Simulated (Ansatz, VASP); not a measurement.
Ca3SbAs: VASP beside Ansatz

File INCAR:

```
PREC     = Accurate       # precision mode
ENCUT    = 520            # plane-wave cutoff, eV
EDIFF    = 1E-6           # SCF threshold, eV
ISMEAR   = 0              # smearing method
SIGMA    = 0.03           # smearing width, eV
LREAL    = F              # projectors in reciprocal space
LASPH    = T              # aspherical terms in the spheres
NELM     = 100            # most SCF steps
ALGO     = Normal         # electronic algorithm
ISIF     = 2              # what is computed and relaxed
LWAVE    = F              # write WAVECAR
LCHARG   = F              # write CHGCAR
GGA      = CA             # functional
NBANDS   = 28             # bands
```

File KPOINTS:

```
regular mesh
0
Gamma
  6 6 6
```

The input POSCAR:

```
Ca3SbAs
1.0
    5.4900000000      0.0000000000      0.0000000000
    0.0000000000      5.7096000000      0.0000000000
    0.0000000000      0.0000000000      5.4900000000
Ca Sb As
3 1 1
Direct
    0.0000000000      0.5000000000      0.5000000000
    0.5000000000      0.0000000000      0.5000000000
    0.5000000000      0.5000000000      0.0000000000
    0.0000000000      0.0000000000      0.0000000000
    0.5000000000      0.5000000000      0.5000000000
```

Input for Ansatz:

```yaml
crystal:
  lattice:
    - [5.49, 0.0, 0.0]
    - [0.0, 5.7096, 0.0]
    - [0.0, 0.0, 5.49]
  atoms:
    - { symbol: Ca, position: [0.0, 0.5, 0.5] }
    - { symbol: Ca, position: [0.5, 0.0, 0.5] }
    - { symbol: Ca, position: [0.5, 0.5, 0.0] }
    - { symbol: Sb, position: [0.0, 0.0, 0.0] }
    - { symbol: As, position: [0.5, 0.5, 0.5] }
basis:
  ecutwfc: 420
kpoints:
  mp_grid: { grid: [6, 6, 6] }
hamiltonian:
  xc: lda
scf:
  occupations: { method: gaussian, width: 0.03 }
output:
  forces: true
  stress: true
  eigenvalues: true
```

Change from the starting cell: strain +0.0400 x Voigt [0, 1, 0, 0, 0, 0], atoms carried along.

Alike in both runs: task single point; functional LDA; k mesh 6 × 6 × 6; occupations gaussian, width 0.03 eV; no spin polarisation.

```csv
,VASP,Ansatz
version,VASP 6.6.1,Ansatz 0.2.0
potentials or method,"VASP PAW LDA potentials, release 64 (Ca_sv, Sb, As), cutoff 520 eV","scalar-relativistic, plane waves, PAW"
valence electrons in the cell,40,60
```

|  | VASP | Ansatz | Ansatz less VASP |
| --- | --- | --- | --- |
| gap on the k mesh at the Fermi level (eV) | 0.10 | 0.09 | -0.012 |
| least direct gap on the mesh (eV) | 0.10 | 0.09 | -0.012 |
| pressure (GPa) | -3.7 | -3.8 | -0.14 |
| traceless stress, the component that is largest in VASP (GPa) | -1.84 | -1.81 | +0.025 |

LDA's correlation is that of Perdew and Zunger in VASP and of Perdew and Wang (1992) in Ansatz. VASP's potentials hold 40 valence electrons a cell and Ansatz's 60, so a difference there can come from the potentials and not from the codes.

Neither program's run includes spin-orbit coupling.
